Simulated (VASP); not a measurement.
# Ru (Fm-3m) in VASP: notebook

Ru is run at these levels: PBEsol; tasks: single point.

Everything below comes from runs of VASP 6.6.1. Logs are shortened: lines on timing, memory, paths and dates and some standing lists are left out, and cuts for length are marked.

## (1) The cell of the first run

Symmetry: Fm-3m, No. 225, cubic system. The conventional cell has a = 3.719 Å, b = 3.719 Å, c = 3.719 Å, α = 90.00°, β = 90.00°, γ = 90.00°. Ru (site symmetry m-3m) has 12 Ru at 2.63 Å within 3.5 Å.

## (2) Single point, PBEsol (volume scaled by 0.96)

INCAR reads:

```
  PREC = Accurate
  ENCUT = 520
  EDIFF = 1E-7
  ISMEAR = -1
  SIGMA = 0.1
  LREAL = False
  LASPH = True
  NELM = 100
  ALGO = Normal
  ISIF = 2
  LWAVE = False
  LCHARG = False
  GGA = PS
  NBANDS = 13
```

KPOINTS reads:

```
regular mesh
0
Gamma
  16 16 16
```

POSCAR reads:

```
Ru
1.0
    0.0000000000      1.8595294319      1.8595294319
    1.8595294319      0.0000000000      1.8595294319
    1.8595294319      1.8595294319      0.0000000000
Ru
1
Direct
    0.0000000000      0.0000000000      0.0000000000
```

Potentials or basis: VASP PAW PBE potentials, release 64 (Ru_pv).

Launch:

```console
$ cat potpaw_PBE.64/Ru_pv/POTCAR > POTCAR
$ mpirun -np 1 vasp_std > vasp.out
```

OUTCAR:

```text
PREC = Accurate
   ENCUT = 520
   EDIFF = 1E-7
   ISMEAR = -1
   LREAL = False
   LASPH = True
   NELM = 100
   ISIF = 2
   GGA = PS

 ion  position               nearest neighbor table
   1  0.000  0.000  0.000-

  LATTYP: Found a face centered cubic cell.
 ALAT       =     3.7190588638

  Lattice vectors:

 A1 = (   0.0000000000,   1.8595294319,   1.8595294319)
 A2 = (   1.8595294319,   0.0000000000,   1.8595294319)
 A3 = (   1.8595294319,   1.8595294319,   0.0000000000)

Analysis of symmetry for initial positions (statically):
=====================================================================
 Subroutine PRICEL returns:
 Original cell was already a primitive cell.

 Routine SETGRP: Setting up the symmetry group for a
 face centered cubic supercell.

 Subroutine GETGRP returns: Found 48 space group operations
 (whereof 48 operations were pure point group operations)
 out of a pool of 48 trial point group operations.

The static configuration has the point symmetry O_h .

Analysis of symmetry for dynamics (positions and initial velocities):
=====================================================================
 Subroutine PRICEL returns:
 Original cell was already a primitive cell.

 Routine SETGRP: Setting up the symmetry group for a
 face centered cubic supercell.

 Subroutine GETGRP returns: Found 48 space group operations
 (whereof 48 operations were pure point group operations)
 out of a pool of 48 trial point group operations.

The dynamic configuration has the point symmetry O_h .

 Subroutine INISYM returns: Found 48 space group operations
 (whereof 48 operations are pure point group operations),
 and found     1 'primitive' translations

----------------------------------------------------------------------------------------

                                     Primitive cell

  volume of cell :      12.8599

  direct lattice vectors                    reciprocal lattice vectors
     0.000000000  1.859529432  1.859529432    -0.268885231  0.268885231  0.268885231
     1.859529432  0.000000000  1.859529432     0.268885231 -0.268885231  0.268885231
     1.859529432  1.859529432  0.000000000     0.268885231  0.268885231 -0.268885231

  length of vectors
     2.629771742  2.629771742  2.629771742     0.465722881  0.465722881  0.465722881

  position of ions in fractional coordinates (direct lattice)
     0.000000000  0.000000000  0.000000000

  ion indices of the primitive-cell ions
   primitive index   ion index
                 1           1

----------------------------------------------------------------------------------------

 KPOINTS: regular mesh

Automatic generation of k-mesh.
 Grid dimensions read from file:
 generate k-points for:   16   16   16

 Generating k-lattice:

  Cartesian coordinates                     Fractional coordinates (reciprocal lattice)
    -0.016805327  0.016805327  0.016805327     0.062500000  0.000000000  0.000000000
     0.016805327 -0.016805327  0.016805327     0.000000000  0.062500000  0.000000000
     0.016805327  0.016805327 -0.016805327     0.000000000  0.000000000  0.062500000

  Length of vectors
     0.029107680  0.029107680  0.029107680

  Shift w.r.t. Gamma in fractional coordinates (k-lattice)
     0.000000000  0.000000000  0.000000000

 Subroutine IBZKPT returns following result:
 ===========================================

 Found    145 irreducible k-points:

 Following reciprocal coordinates:
            Coordinates               Weight
  0.000000  0.000000  0.000000      1.000000
  0.062500  0.000000  0.000000      8.000000
  0.125000  0.000000  0.000000      8.000000
  0.187500  0.000000  0.000000      8.000000
  0.250000  0.000000  0.000000      8.000000
  0.312500  0.000000  0.000000      8.000000
[... 16 lines left out ...]
 -0.125000  0.062500  0.000000     24.000000
 -0.062500  0.062500  0.000000     12.000000
 [... further k-points ...]
   k-points           NKPTS =    145   k-points in BZ     NKDIM =    145   number of bands    NBANDS=     13
   number of dos      NEDOS =    301   number of ions     NIONS =      1
   total plane-waves  NPLWV =   8000
   dimension x,y,z NGX =    20 NGY =   20 NGZ =   20
   dimension x,y,z NGXF=    40 NGYF=   40 NGZF=   40
   ions per type =               1
   NGX,Y,Z   is equivalent  to a cutoff of  12.64, 12.64, 12.64 a.u.
   NGXF,Y,Z  is equivalent  to a cutoff of  25.29, 25.29, 25.29 a.u.
 SYSTEM =  unknown system
   PREC   = accura    normal or accurate (medium, high low for compatibility)
   ISTART =      0    job   : 0-new  1-cont  2-samecut
   ICHARG =      2    charge: 1-file 2-atom 10-const
   ISPIN  =      1    spin polarized calculation?
   LNONCOLLINEAR =      F non collinear calculations
   LSORBIT =      F    spin-orbit coupling
   LASPH  =      T    aspherical Exc in radial PAW
   ENCUT  =  520.0 eV  38.22 Ry    6.18 a.u.   4.89  4.89  4.89*2*pi/ulx,y,z
   NELM   =    100;   NELMIN=  2; NELMDL= -5     # of ELM steps
   EDIFF  = 0.1E-06   stopping-criterion for ELM
   LREAL  =      F    real-space projection
   EDIFFG = 0.1E-05   stopping-criterion for IOM
   NSW    =      0    number of steps for IOM
   IBRION =     -1    ionic relax: 0-MD 1-quasi-New 2-CG
   NFREE  =      0    steps in history (QN), initial steepest desc. (CG)
   ISIF   =      2    stress and relaxation
   ISYM   =      2    0-nonsym 1-usesym 2-fastsym
   POTIM  = 0.5000    time-step for ionic-motion
   TEBEG  =    0.0;   TEEND  =   0.0 temperature during run
   PSTRESS=    0.0 pullay stress
   NELECT =      14.0000    total number of electrons
   NUPDOWN=      -1.0000    fix difference up-down
   EMIN   =  10.00;   EMAX   =-10.00  energy-range for DOS
   EFERMI =   0.00;   METHOD = LEGACY
   ISMEAR =    -1;   SIGMA  =   0.10  broadening in eV -4-tet -1-fermi 0-gaus
   EFERMI_NEDOS =   21; number of points for ismear=-14 and -15
   IALGO  =     38    algorithm
   IMIX   =      4    mixing-type and parameters
     AMIX     =   0.40;   BMIX     =  1.00
     AMIX_MAG =   1.60;   BMIX_MAG =  1.00
  volume/ion in A,a.u.               =      12.86        86.78
  Fermi-wavevector in a.u.,A,eV,Ry     =   1.684113  3.182511 38.589323  2.836235
  Thomas-Fermi vector in A             =   2.767193
   LORBIT       =      0    0 simple, 1 ext, 2 COOP (PROOUT), +10 PAW based schemes
   GGA     = PS    functional components
   LHFCALC =     F    Hartree Fock is set to
   AEXX    =    0.0000 exact exchange contribution
   IVDW    =     0    specifies the selected vdW correction
   LEPSILON=     F    determine dielectric tensor
   LRPA    =     F    only Hartree local field effects (RPA)
 non-spin polarized calculation
  energy-cutoff  :      520.00
  volume of cell :       12.86
 maximum number of plane-waves:       360
   NGX =  9   NGY =  9   NGZ =  9

 number of electron      13.9999999 magnetization

 Free energy of the ion-electron system (eV)
  ---------------------------------------------------
  ext. energy  EPLUGINS =         0.00000000
  ---------------------------------------------------
  free energy    TOTEN  =       -10.04421395 eV

  energy without entropy =      -10.01097585  energy(sigma->0) =      -10.02759490

 E-fermi :  13.6588     XC(G=0): -14.6182

 val. band max:       13.6362603624   @ k =  -0.3750   0.3750   0.0625
 cond. band min:      13.6665894415   @ k =   0.2500   0.0000   0.0000
 fundamental gap:      0.0303290791
 Fermi energy:        13.6587805335

 k-point     1 :       0.0000    0.0000    0.0000
  band No.  band energies     occupation
      1     -28.7470      2.00000
      2     -28.7470      2.00000
      3     -28.7470      2.00000
      4       5.3222      2.00000
      5      10.8157      2.00000
      6      10.8157      2.00000
      7      10.8157      2.00000
      8      13.5038      1.64974
      9      13.5038      1.64974
     10      23.9726      0.00000
     11      28.5842      0.00000
     12      34.6262      0.00000
     13      34.6262      0.00000

 k-point     2 :       0.0625    0.0000    0.0000
  band No.  band energies     occupation
      1     -28.7989      2.00000
      2     -28.7537      2.00000
      3     -28.7537      2.00000
      4       5.4995      2.00000
      5      10.7193      2.00000
      6      10.8917      2.00000
      7      10.8917      2.00000
      8      13.4525      1.77444
      9      13.4525      1.77444
     10      23.9725      0.00000
     11      28.8926      0.00000
     12      33.8086      0.00000
     13      34.9227      0.00000

 k-point     3 :       0.1250    0.0000    0.0000
  band No.  band energies     occupation
      1     -28.9451      2.00000
      2     -28.7725      2.00000
      3     -28.7725      2.00000
      4       5.9952      2.00000
      5      10.4936      2.00000
      6      11.0814      2.00000
      7      11.0814      2.00000
      8      13.3516      1.91146
      9      13.3516      1.91146
     10      23.9724      0.00000
     11      29.7126      0.00000
     12      32.2307      0.00000
     13      35.7813      0.00000

 k-point     4 :       0.1875    0.0000    0.0000
  band No.  band energies     occupation
      1     -29.1602      2.00000
      2     -28.8004      2.00000
      3     -28.8004      2.00000
      4       6.6703      2.00000
      5      10.3338      2.00000
      6      11.2544      2.00000
      7      11.2544      2.00000
      8      13.3622      1.90200
      9      13.3622      1.90200
     10      23.9723      0.00000
     11      30.2954      0.00000
     12      31.0545      0.00000
     13      37.1166      0.00000

 k-point     5 :       0.2500    0.0000    0.0000
  band No.  band energies     occupation
      1     -29.4086      2.00000
      2     -28.8332      2.00000
      3     -28.8332      2.00000
      4       7.2152      2.00000
      5      10.5894      2.00000
      6      11.2489      2.00000
      7      11.2489      2.00000
      8      13.6666      0.96098
      9      13.6666      0.96098
     10      23.9719      0.00000
     11      28.9750      0.00000
     12      31.4102      0.00000
     13      38.7874      0.00000

 k-point     6 :       0.3125    0.0000    0.0000
  band No.  band energies     occupation
      1     -29.6515      2.00000
      2     -28.8658      2.00000
      3     -28.8658      2.00000
      4       7.3619      2.00000
      5      11.0806      2.00000
      6      11.0806      2.00000
      7      11.5147      2.00000
      8      14.2339      0.00633
      9      14.2339      0.00633
     10      23.9711      0.00000
     11      27.6094      0.00000
     12      30.7122      0.00000
     13      38.8490      0.00000

 k-point     7 :       0.3750    0.0000    0.0000
  band No.  band energies     occupation
      1     -29.8535      2.00000
      2     -28.8933      2.00000
      3     -28.8933      2.00000
      4       7.2633      2.00000
      5      10.8780      2.00000
      6      10.8780      2.00000
      7      12.8525      1.99937
      8      14.8679      0.00001
      9      14.8679      0.00001
     10      23.9690      0.00000
     11      26.2559      0.00000
     12      29.4328      0.00000
     13      36.9562      0.00000
[... 193 lines left out ...]
 k-point    20 :      -0.3125    0.0625    0.0000
  band No.  band energies     occupation
      1     -29.7180      2.00000
      2     -28.9282      2.00000
      3     -28.8646      2.00000
      4       7.4935      2.00000
      5      10.9253      2.00000
      6      11.1032      2.00000
      7      11.6130      2.00000
      8      14.0424      0.04226
      9      15.1980      0.00000
     10      23.9707      0.00000
     11      27.3094      0.00000
     12      30.4391      0.00000
     13      36.5438      0.00000

 k-point    21 :      -0.2500    0.0625    0.0000
  band No.  band energies     occupation
      1     -29.4929      2.00000
      2     -28.8971      2.00000
      3     -28.8302      2.00000
      4       7.4653      2.00000
      5      10.5662      2.00000
      6      11.1996      2.00000
      7      11.3113      2.00000
      8      13.3792      1.88487
      9      14.4650      0.00063
     10      23.9717      0.00000
     11      28.7035      0.00000
     12      31.4626      0.00000
     13      37.5959      0.00000

 k-point    22 :      -0.1875    0.0625    0.0000
  band No.  band energies     occupation
      1     -29.2515      2.00000
      2     -28.8597      2.00000
      3     -28.7974      2.00000
      4       7.0354      2.00000
      5      10.1751      2.00000
      6      11.3195      2.00000
      7      11.3855      2.00000
      8      12.9921      1.99746
      9      13.9011      0.16278
     10      23.9722      0.00000
     11      30.0933      0.00000
     12      31.3638      0.00000
     13      36.4955      0.00000

 k-point    23 :      -0.1250    0.0625    0.0000
  band No.  band energies     occupation
      1     -29.0314      2.00000
      2     -28.8208      2.00000
      3     -28.7712      2.00000
      4       6.3568      2.00000
      5      10.2858      2.00000
      6      11.2172      2.00000
      7      11.2542      2.00000
      8      13.0139      1.99684
      9      13.6145      1.21808
     10      23.9724      0.00000
     11      30.2895      0.00000
     12      31.6908      0.00000
     13      35.4601      0.00000

 k-point    24 :      -0.0625    0.0625    0.0000
  band No.  band energies     occupation
      1     -28.8714      2.00000
      2     -28.7836      2.00000
      3     -28.7558      2.00000
      4       5.7850      2.00000
      5      10.5432      2.00000
      6      10.9954      2.00000
      7      11.0568      2.00000
      8      13.2385      1.97053
      9      13.5259      1.58138
     10      23.9725      0.00000
     11      29.3797      0.00000
     12      33.0363      0.00000
     13      34.8904      0.00000

 [... further k-points ...]
[... 5 lines left out ...]
  --------------------------------------------------------------------------------------
  -------------------------------------------------------------------------------------
  Total        1.2176044      1.2176044      1.2176044     -0.0000000     -0.0000000      0.0000000
  in kB      151.6972165    151.6972165    151.6972165     -0.0000000     -0.0000000      0.0000000
  external PRESSURE =     151.6972165 kB  Pullay stress =       0.0000000 kB

 VOLUME and BASIS-vectors are now :
 -----------------------------------------------------------------------------
  energy-cutoff  :      520.00
  volume of cell :       12.86
      direct lattice vectors                 reciprocal lattice vectors
     0.000000000  1.859529432  1.859529432    -0.268885231  0.268885231  0.268885231
     1.859529432  0.000000000  1.859529432     0.268885231 -0.268885231  0.268885231
     1.859529432  1.859529432  0.000000000     0.268885231  0.268885231 -0.268885231

 POSITION                                       TOTAL-FORCE (eV/Angst)
 -----------------------------------------------------------------------------------
      0.00000      0.00000      0.00000         0.000000      0.000000     -0.000000
 -----------------------------------------------------------------------------------
    total drift:                                0.000000      0.000000      0.000000

  FREE ENERGIE OF THE ION-ELECTRON SYSTEM (eV)
  ---------------------------------------------------
  free  energy   TOTEN  =       -10.0442139524 eV

  energy  without entropy=      -10.0109758462  energy(sigma->0) =      -10.02759490
```

It took 11 s on 1 thread of Intel Xeon 6975P-C (Granite Rapids), shared host; peak memory 0.14 GiB.

What came out:

```yaml
Free_energy: -10.0442 eV
Pressure: 15.2 GPa
Band_gap_on_the_k_mesh: zero (band 7 reaches 16.12 eV, above the bottom of band 8 at 12.16 eV)
```

Levels at points of the mesh, in eV from the Fermi level:
| k point | band 4 | band 5 | band 6 | band 7 | band 8 | band 9 | band 10 | band 11 |
| --- | --- | --- | --- | --- | --- | --- | --- | --- |
| (0.00, 0.00, 0.00) | -8.34 | -2.84 | -2.84 | -2.84 | -0.15 | -0.15 | 10.31 | 14.93 |
| (0.50, 0.00, 0.00) | -6.57 | -2.98 | -2.98 | 1.00 | 1.89 | 1.89 | 10.29 | 10.78 |
| (0.50, 0.50, 0.00) | -6.96 | -6.45 | 1.85 | 2.46 | 2.46 | 3.78 | 10.31 | 13.75 |

Caveat: the cell differs from its parent crystal (volume scaled by 0.96); the PAW data sets were made with another functional, which shifts forces and pressure a little.

## (3) Single point, PBEsol

This run uses another cell than the first one, of 13.40 Å³/atom, 1.042 times its volume.

INCAR reads:

```
  PREC = Accurate
  ENCUT = 520
  EDIFF = 1E-6
  ISMEAR = -1
  SIGMA = 0.1
  LREAL = F
  LASPH = T
  NELM = 80
  ALGO = Normal
  ISIF = 2
  LWAVE = F
  LCHARG = F
  GGA = PS
  NBANDS = 13
```

KPOINTS is that of step 2.

POSCAR reads:

```
Ru
1.0
    0.0000000000      1.8850056036      1.8850056036
    1.8850056036      0.0000000000      1.8850056036
    1.8850056036      1.8850056036      0.0000000000
Ru
1
Direct
    0.0000000000      0.0000000000      0.0000000000
```

Potentials or basis: VASP PAW PBE potentials, release 64 (Ru_pv).

Launch:

```console
$ cat potpaw_PBE.64/Ru_pv/POTCAR > POTCAR
$ mpirun -np 1 vasp_std > vasp.out
```

Wall time 11 s (1 thread of Intel Xeon 6975P-C (Granite Rapids), shared host); peak memory 0.14 GiB.

The run converged. Its results:

| Quantity | Value |
| --- | --- |
| Free energy | -10.0687 eV |
| Pressure | -0.2 GPa |
| Band gap on the k mesh | zero (band 7 reaches 15.19 eV, above the bottom of band 8 at 11.48 eV) |

Levels at points of the mesh, in eV from the Fermi level:
```tsv
k point	band 5	band 6	band 7	band 8	band 9	band 10
(0.00, 0.00, 0.00)	-2.67	-2.67	-2.67	-0.15	-0.15	10.36
(0.50, 0.00, 0.00)	-2.80	-2.80	0.96	1.77	1.77	10.15
(0.50, 0.50, 0.00)	-6.08	1.73	2.30	2.30	3.63	10.35
```

Caveat: the PAW data sets were made with another functional, which shifts forces and pressure a little.

## (4) Single point, PBEsol (volume scaled by 1.04)

INCAR reads:

```
  PREC = Accurate
  ENCUT = 520
  EDIFF = 1E-6
  ISMEAR = -1
  SIGMA = 0.1
  LREAL = False
  LASPH = True
  NELM = 60
  ALGO = Normal
  ISIF = 2
  LWAVE = False
  LCHARG = False
  GGA = PS
  NBANDS = 13
```

KPOINTS reads:

```
Automatic mesh
0
Gamma
  16 16 16
```

POSCAR reads:

```
Ru
1.0
    0.0000000000      1.9098111535      1.9098111535
    1.9098111535      0.0000000000      1.9098111535
    1.9098111535      1.9098111535      0.0000000000
Ru
1
Direct
    0.0000000000      0.0000000000      0.0000000000
```

Launch:

```console
$ cat potpaw_PBE.64/Ru_pv/POTCAR > POTCAR
$ mpirun -np 1 vasp_std > vasp.out
```

Wall time 11 s (1 thread of Intel Xeon 6975P-C (Granite Rapids), shared host); peak memory 0.14 GiB.

It converged, with:

```yaml
Free_energy: -10.0475 eV
Pressure: -12.3 GPa
Band_gap_on_the_k_mesh: zero (band 7 reaches 14.33 eV, above the bottom of band 8 at 10.86 eV)
```

Levels at points of the mesh, in eV from the Fermi level:
| k point | band 4 | band 5 | band 6 | band 7 | band 8 | band 9 | band 10 | band 11 |
| --- | --- | --- | --- | --- | --- | --- | --- | --- |
| (0.00, 0.00, 0.00) | -7.86 | -2.52 | -2.52 | -2.52 | -0.14 | -0.14 | 10.40 | 15.01 |
| (0.50, 0.00, 0.00) | -5.94 | -2.63 | -2.63 | 0.93 | 1.66 | 1.66 | 9.70 | 10.42 |
| (0.50, 0.50, 0.00) | -6.21 | -5.74 | 1.62 | 2.15 | 2.15 | 3.50 | 10.40 | 13.20 |

Caveat: the cell differs from its parent crystal (volume scaled by 1.04); the PAW data sets were made with another functional, which shifts forces and pressure a little.

## (5) Summary

```csv
cell,gap on the mesh (eV),pressure (GPa)
"a = 2.630 Å, angles 60.0°, 1 atom",none,15.2
"a = 2.666 Å, angles 60.0°, 1 atom",none,-0.2
"a = 2.701 Å, angles 60.0°, 1 atom",none,-12.3
```

Alike in all rows: task single point; level PBEsol; potentials or basis VASP PAW PBE potentials, release 64 (Ru_pv); no spin polarisation; k mesh 16 × 16 × 16; cutoff (eV) 520; smearing fermi-dirac 0.1 eV.

Caveats: the PAW data sets were made with another functional, which shifts forces and pressure a little.

Absolute energies hang on the potentials; compare differences alone.
